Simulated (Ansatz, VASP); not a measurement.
## MgO in VASP and in Ansatz

INCAR

```
PREC     = Accurate       # precision mode
ENCUT    = 520            # plane-wave cutoff, eV
EDIFF    = 1E-6           # SCF threshold, eV
ISMEAR   = 0              # smearing method
SIGMA    = 0.05           # smearing width, eV
LREAL    = False          # projectors in reciprocal space
LASPH    = True           # aspherical terms in the spheres
NELM     = 100            # most SCF steps
ALGO     = Normal         # electronic algorithm
ISIF     = 2              # what is computed and relaxed
LWAVE    = False          # write WAVECAR
LCHARG   = True           # write CHGCAR
GGA      = PE             # functional
LELF     = True           # ELF
LVHAR    = True         
NBANDS   = 11             # bands
```

Contents of KPOINTS:

```
Automatic mesh
0
Gamma
  10 10 10
```

The input POSCAR:

```
MgO
1.0
    0.0000000000      2.0692016371      2.0692016371
    2.0692016371      0.0000000000      2.0692016371
    2.0692016371      2.0692016371      0.0000000000
Mg O
1 1
Direct
    0.0000000000      0.0000000000      0.0000000000
    0.5000000000      0.5000000000      0.5000000000
```

Input for Ansatz:

```yaml
crystal:
  lattice:
    - [0.0, 2.0692016371, 2.0692016371]
    - [2.0692016371, 0.0, 2.0692016371]
    - [2.0692016371, 2.0692016371, 0.0]
  atoms:
    - { symbol: Mg, position: [0.0, 0.0, 0.0] }
    - { symbol: O, position: [0.5, 0.5, 0.5] }
basis:
  ecutwfc: 420
  ecutrho_ratio: 4
kpoints:
  mp_grid: { grid: [10, 10, 10] }
hamiltonian:
  xc: pbe
scf:
  occupations: { method: gaussian, width: 0.05 }
output:
  forces: true
  stress: true
  eigenvalues: true
```

Alike in both runs: task single point; functional PBE; k mesh 10 × 10 × 10; occupations gaussian, width 0.05 eV; no spin polarisation.

|  | VASP | Ansatz |
| --- | --- | --- |
| version | VASP 6.6.1 | Ansatz 0.2.0 |
| potentials or method | VASP PAW PBE potentials, release 64 (Mg, O), cutoff 520 eV | scalar-relativistic, plane waves, PAW |
| valence electrons in the cell | 8 | 16 |

VASP gave:

* gap on the k mesh at the Fermi level (eV): 5.26
* least direct gap on the mesh (eV): 5.26
* pressure (GPa): 13.9

Q: Which values does Ansatz return?

A: gap on the k mesh at the Fermi level (eV): 5.27; least direct gap on the mesh (eV): 5.27; pressure (GPa): 14.6.

VASP's potentials hold 8 valence electrons a cell and Ansatz's 16, so a difference there can come from the potentials and not from the codes.
